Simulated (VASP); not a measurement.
# Ca2SiN2 (P6/mmm) in VASP: single point with PBE

Aim: the single point of Ca2SiN2 with PBE.

Program: VASP 6.6.1. These are calculated values, not measurements. Logs are shortened: lines on timing, memory, paths and dates and some standing lists are left out, and cuts for length are marked.

### Step 1. The cell of the first run

It takes space group P6/mmm (No. 191, hexagonal). Conventional cell: a = 5.567 Å, b = 5.567 Å, c = 5.115 Å, α = 90.00°, β = 90.00°, γ = 120.00°. Ca (site symmetry -6m2) has 3 Ca at 3.21 Å and 3 Si at 3.21 Å and 6 N at 3.77 Å within 4.2 Å. Si (site symmetry 6/mmm) has 2 N at 1.97 Å within 2.6 Å. N (site symmetry 6mm) has 1 N at 1.17 Å within 1.6 Å.

### Step 2. Single point, PBE

File POSCAR:

```
Ca2SiN2
1.0
    5.5671335463      0.0000000000      0.0000000000
   -2.7835667732      4.8212790773      0.0000000000
    0.0000000000      0.0000000000      5.1146769276
Ca Si N
2 1 2
Direct
    0.3333333333      0.6666666667      0.0000000000
    0.6666666667      0.3333333333      0.0000000000
    0.0000000000      0.0000000000      0.0000000000
    0.0000000000      0.0000000000      0.6147247152
    0.0000000000      0.0000000000      0.3852752848
```

File INCAR.step1:

```
ALGO = Normal
EDIFF = 1E-6
ENCUT = 520
GGA = PE
GGA_COMPAT = False
ISIF = 2
ISMEAR = 0
LASPH = True
LCHARG = True
LORBIT = 11
LREAL = False
LWAVE = False
NBANDS = 25
NEDOS = 2001
NELM = 120
PREC = Accurate
SIGMA = 0.1
```

File KPOINTS.step1:

```
k-points
0
Gamma
  12 12 8
```

File INCAR.step2:

```
ALGO = Normal
EDIFF = 1E-6
ENCUT = 520
GGA = PE
GGA_COMPAT = False
ICHARG = 11
ISIF = 2
ISMEAR = -5
LASPH = True
LCHARG = False
LORBIT = 11
LREAL = False
LWAVE = False
NEDOS = 2001
NELM = 120
PREC = Accurate
SIGMA = 0.1
```

File KPOINTS.step2:

```
k-points
0
Gamma
  18 18 12
```

Potentials or basis: VASP PAW PBE potentials, release 64 (Ca_sv, Si, N).

Launch:

```bash
cat potpaw_PBE.64/Ca_sv/POTCAR potpaw_PBE.64/Si/POTCAR potpaw_PBE.64/N/POTCAR > POTCAR
cp INCAR.step1 INCAR
cp KPOINTS.step1 KPOINTS
mpirun -np 1 vasp_std > vasp.out
cp INCAR.step2 INCAR
cp KPOINTS.step2 KPOINTS
mpirun -np 1 vasp_std > vasp.out
```

OUTCAR:

```text
EDIFF = 1E-6
   ENCUT = 520
   GGA = PE
   ICHARG = 11
   ISIF = 2
   ISMEAR = -5
   LASPH = True
   LORBIT = 11
   LREAL = False
   NELM = 120
   PREC = Accurate

 ion  position               nearest neighbor table
   1  0.333  0.667  0.000-
   2  0.667  0.333  0.000-
   3  0.000  0.000  0.000-   4 1.97   5 1.97
   4  0.000  0.000  0.615-   5 1.17   3 1.97
   5  0.000  0.000  0.385-   4 1.17   3 1.97

  LATTYP: Found a hexagonal cell.
 ALAT       =     5.5671335463
 C/A-ratio  =     0.9187271843

  Lattice vectors:

 A1 = (   5.5671335463,   0.0000000000,   0.0000000000)
 A2 = (  -2.7835667732,   4.8212790773,   0.0000000000)
 A3 = (   0.0000000000,   0.0000000000,   5.1146769276)

Analysis of symmetry for initial positions (statically):
=====================================================================
 Subroutine PRICEL returns:
 Original cell was already a primitive cell.

 Routine SETGRP: Setting up the symmetry group for a
 hexagonal supercell.

 Subroutine GETGRP returns: Found 24 space group operations
 (whereof 24 operations were pure point group operations)
 out of a pool of 24 trial point group operations.

The static configuration has the point symmetry D_6h.

Analysis of symmetry for dynamics (positions and initial velocities):
=====================================================================
 Subroutine PRICEL returns:
 Original cell was already a primitive cell.

 Routine SETGRP: Setting up the symmetry group for a
 hexagonal supercell.

 Subroutine GETGRP returns: Found 24 space group operations
 (whereof 24 operations were pure point group operations)
 out of a pool of 24 trial point group operations.

The dynamic configuration has the point symmetry D_6h.

 Subroutine INISYM returns: Found 24 space group operations
 (whereof 24 operations are pure point group operations),
 and found     1 'primitive' translations

----------------------------------------------------------------------------------------

                                     Primitive cell

  volume of cell :     137.2815

  direct lattice vectors                    reciprocal lattice vectors
     5.567133546  0.000000000  0.000000000     0.179625653  0.103706919  0.000000000
    -2.783566773  4.821279077  0.000000000     0.000000000  0.207413839  0.000000000
     0.000000000  0.000000000  5.114676928     0.000000000  0.000000000  0.195515770

  length of vectors
     5.567133546  5.567133546  5.114676928     0.207413839  0.207413839  0.195515770

  position of ions in fractional coordinates (direct lattice)
     0.333333333  0.666666667  0.000000000
     0.666666667  0.333333333  0.000000000
     0.000000000  0.000000000  0.000000000
     0.000000000  0.000000000  0.614724715
     0.000000000  0.000000000  0.385275285

  ion indices of the primitive-cell ions
   primitive index   ion index
                 1           1
                 2           2
                 3           3
                 4           4
                 5           5

----------------------------------------------------------------------------------------

 KPOINTS: k-points

Automatic generation of k-mesh.
 Grid dimensions read from file:
 generate k-points for:   18   18   12

 Generating k-lattice:

  Cartesian coordinates                     Fractional coordinates (reciprocal lattice)
     0.009979203  0.005761496  0.000000000     0.055555556 -0.000000000  0.000000000
     0.000000000  0.011522991  0.000000000     0.000000000  0.055555556  0.000000000
     0.000000000  0.000000000  0.016292981     0.000000000  0.000000000  0.083333333

  Length of vectors
     0.011522991  0.011522991  0.016292981

  Shift w.r.t. Gamma in fractional coordinates (k-lattice)
     0.000000000  0.000000000  0.000000000

 TETIRR: Found   3954 inequivalent tetrahedra from    23328

 Subroutine IBZKPT returns following result:
 ===========================================

 Found    259 irreducible k-points:

 Following reciprocal coordinates:
            Coordinates               Weight
  0.000000  0.000000  0.000000      1.000000
  0.055556  0.000000  0.000000      6.000000
  0.111111  0.000000  0.000000      6.000000
  0.166667  0.000000  0.000000      6.000000
  0.222222  0.000000  0.000000      6.000000
  0.277778  0.000000  0.000000      6.000000
[... 16 lines left out ...]
  0.333333  0.111111  0.000000     12.000000
  0.388889  0.111111  0.000000     12.000000
 [... further k-points ...]
   k-points           NKPTS =    259   k-points in BZ     NKDIM =    259   number of bands    NBANDS=     21
   number of dos      NEDOS =   2001   number of ions     NIONS =      5
   total plane-waves  NPLWV =  70560
   dimension x,y,z NGX =    42 NGY =   42 NGZ =   40
   dimension x,y,z NGXF=    84 NGYF=   84 NGZF=   80
   ions per type =               2   1   2
   NGX,Y,Z   is equivalent  to a cutoff of  12.54, 12.54, 13.00 a.u.
   NGXF,Y,Z  is equivalent  to a cutoff of  25.08, 25.08, 26.00 a.u.
 SYSTEM =  unknown system
   PREC   = accura    normal or accurate (medium, high low for compatibility)
   ISTART =      0    job   : 0-new  1-cont  2-samecut
   ICHARG =     11    charge: 1-file 2-atom 10-const
   ISPIN  =      1    spin polarized calculation?
   LNONCOLLINEAR =      F non collinear calculations
   LSORBIT =      F    spin-orbit coupling
   LASPH  =      T    aspherical Exc in radial PAW
   ENCUT  =  520.0 eV  38.22 Ry    6.18 a.u.  10.35 10.35  9.51*2*pi/ulx,y,z
   NELM   =    120;   NELMIN=  2; NELMDL=  0     # of ELM steps
   EDIFF  = 0.1E-05   stopping-criterion for ELM
   LREAL  =      F    real-space projection
   EDIFFG = 0.1E-04   stopping-criterion for IOM
   NSW    =      0    number of steps for IOM
   IBRION =     -1    ionic relax: 0-MD 1-quasi-New 2-CG
   NFREE  =      0    steps in history (QN), initial steepest desc. (CG)
   ISIF   =      2    stress and relaxation
   ISYM   =      2    0-nonsym 1-usesym 2-fastsym
   POTIM  = 0.5000    time-step for ionic-motion
   TEBEG  =    0.0;   TEEND  =   0.0 temperature during run
   PSTRESS=    0.0 pullay stress
   NELECT =      34.0000    total number of electrons
   NUPDOWN=      -1.0000    fix difference up-down
   EMIN   =  10.00;   EMAX   =-10.00  energy-range for DOS
   EFERMI =   0.00;   METHOD = LEGACY
   ISMEAR =    -5;   SIGMA  =   0.10  broadening in eV -4-tet -1-fermi 0-gaus
   EFERMI_NEDOS =   21; number of points for ismear=-14 and -15
   IALGO  =     38    algorithm
   IMIX   =      4    mixing-type and parameters
     AMIX     =   0.40;   BMIX     =  1.00
     AMIX_MAG =   1.60;   BMIX_MAG =  1.00
  volume/ion in A,a.u.               =      27.46       185.28
  Fermi-wavevector in a.u.,A,eV,Ry     =   1.028088  1.942805 14.380890  1.056966
  Thomas-Fermi vector in A             =   2.162067
   LORBIT       =     11    0 simple, 1 ext, 2 COOP (PROOUT), +10 PAW based schemes
   GGA     = PE    functional components
   LHFCALC =     F    Hartree Fock is set to
   AEXX    =    0.0000 exact exchange contribution
   IVDW    =     0    specifies the selected vdW correction
   LEPSILON=     F    determine dielectric tensor
   LRPA    =     F    only Hartree local field effects (RPA)
 non-spin polarized calculation
 Fermi weights with tetrahedron method with Bloechl corrections
  energy-cutoff  :      520.00
  volume of cell :      137.28
 maximum number of plane-waves:      3721
 NGX is ok and might be reduce to    42

 number of electron      34.0000006 magnetization

 Free energy of the ion-electron system (eV)
  ---------------------------------------------------
  ext. energy  EPLUGINS =         0.00000000
  ---------------------------------------------------
  free energy    TOTEN  =       -23.60462386 eV

  energy without entropy =      -23.60462386  energy(sigma->0) =      -23.60462386

 E-fermi :   2.6867     XC(G=0):  -7.7719

 val. band max:        2.6859945464   @ k =   0.3889   0.1111   0.1667
 cond. band min:       2.6324850093   @ k =   0.3333   0.1667   0.0000
 fundamental gap:     -0.0535095371
 Fermi energy:         2.6866984812

 k-point     1 :       0.0000    0.0000    0.0000
  band No.  band energies     occupation
      1     -39.8080      2.00000
      2     -39.7314      2.00000
      3     -20.9146      2.00000
      4     -20.9146      2.00000
      5     -20.8781      2.00000
      6     -20.8004      2.00000
[... 13 lines left out ...]
     20       3.8613      0.00000
     21       3.8614      0.00000

 k-point     2 :       0.0556    0.0000    0.0000
  band No.  band energies     occupation
      1     -39.8074      2.00000
      2     -39.7319      2.00000
      3     -20.9155      2.00000
      4     -20.9130      2.00000
      5     -20.8776      2.00000
      6     -20.8009      2.00000
[... 13 lines left out ...]
     20       3.8025      0.00000
     21       3.8585      0.00000

 k-point     3 :       0.1111    0.0000    0.0000
  band No.  band energies     occupation
      1     -39.8059      2.00000
      2     -39.7335      2.00000
      3     -20.9182      2.00000
      4     -20.9083      2.00000
      5     -20.8761      2.00000
      6     -20.8025      2.00000
[... 13 lines left out ...]
     20       3.6393      0.00000
     21       3.8499      0.00000
[... 457 lines left out ...]
 k-point    23 :       0.3333    0.1111    0.0000
  band No.  band energies     occupation
      1     -39.7862      2.00000
      2     -39.7534      2.00000
      3     -20.9455      2.00000
      4     -20.8559      2.00000
      5     -20.8478      2.00000
      6     -20.8226      2.00000
[... 13 lines left out ...]
     20       3.0815      0.00000
     21       3.7531      0.00000

 k-point    24 :       0.3889    0.1111    0.0000
  band No.  band energies     occupation
      1     -39.7825      2.00000
      2     -39.7570      2.00000
      3     -20.9481      2.00000
      4     -20.8521      2.00000
      5     -20.8390      2.00000
      6     -20.8263      2.00000
[... 13 lines left out ...]
     20       3.2554      0.00000
     21       3.7507      0.00000

 [... further k-points ...]

------------------------ aborting loop because EDIFF is reached ----------------------------------------

  FORCE on cell =-STRESS in cart. coord.  units (eV):
  Direction    XX          YY          ZZ          XY          YZ          ZX
  --------------------------------------------------------------------------------------
  -------------------------------------------------------------------------------------
  Total       -0.1885989     -0.1885989      0.1492106      0.0000000      0.0000000     -0.0000000
  in kB       -2.2010894     -2.2010894      1.7413981      0.0000000      0.0000000     -0.0000000
  external PRESSURE =      -0.8869269 kB  Pullay stress =       0.0000000 kB

 VOLUME and BASIS-vectors are now :
 -----------------------------------------------------------------------------
  energy-cutoff  :      520.00
  volume of cell :      137.28
      direct lattice vectors                 reciprocal lattice vectors
     5.567133546  0.000000000  0.000000000     0.179625653  0.103706919  0.000000000
    -2.783566773  4.821279077  0.000000000     0.000000000  0.207413839  0.000000000
     0.000000000  0.000000000  5.114676928     0.000000000  0.000000000  0.195515770

 POSITION                                       TOTAL-FORCE (eV/Angst)
 -----------------------------------------------------------------------------------
     -0.00000      3.21419      0.00000         0.000000      0.000000      0.000000
      2.78357      1.60709      0.00000        -0.000000     -0.000000     -0.000000
      0.00000      0.00000      0.00000        -0.000000     -0.000000      0.000000
      0.00000      0.00000      3.14412        -0.000000     -0.000000      0.486096
      0.00000      0.00000      1.97056        -0.000000      0.000000     -0.486096
 -----------------------------------------------------------------------------------
    total drift:                               -0.000000      0.000000      0.000000

  FREE ENERGIE OF THE ION-ELECTRON SYSTEM (eV)
  ---------------------------------------------------
  free  energy   TOTEN  =       -23.6046238607 eV

  energy  without entropy=      -23.6046238607  energy(sigma->0) =      -23.60462386

 total charge

# of ion       s       p       d       tot
------------------------------------------
    1        2.080   5.828   0.227   8.135
    2        2.080   5.828   0.227   8.135
    3        0.795   0.735   0.000   1.530
    4        1.309   2.522   0.000   3.831
    5        1.309   2.522   0.000   3.831
--------------------------------------------------
tot          7.573  17.435   0.454  25.462
```

Wall time 6.6 min (1 thread of Intel Xeon 6975P-C (Granite Rapids), shared host); peak memory 0.79 GiB.

Results:

```
Valence electrons inside the program's atomic spheres : Ca 8.13; Si 1.53; N 3.83
```

Caveat: the standard files for N, O and F lose accuracy on very short bonds; tetrahedron occupations give inexact forces and stress in metals.
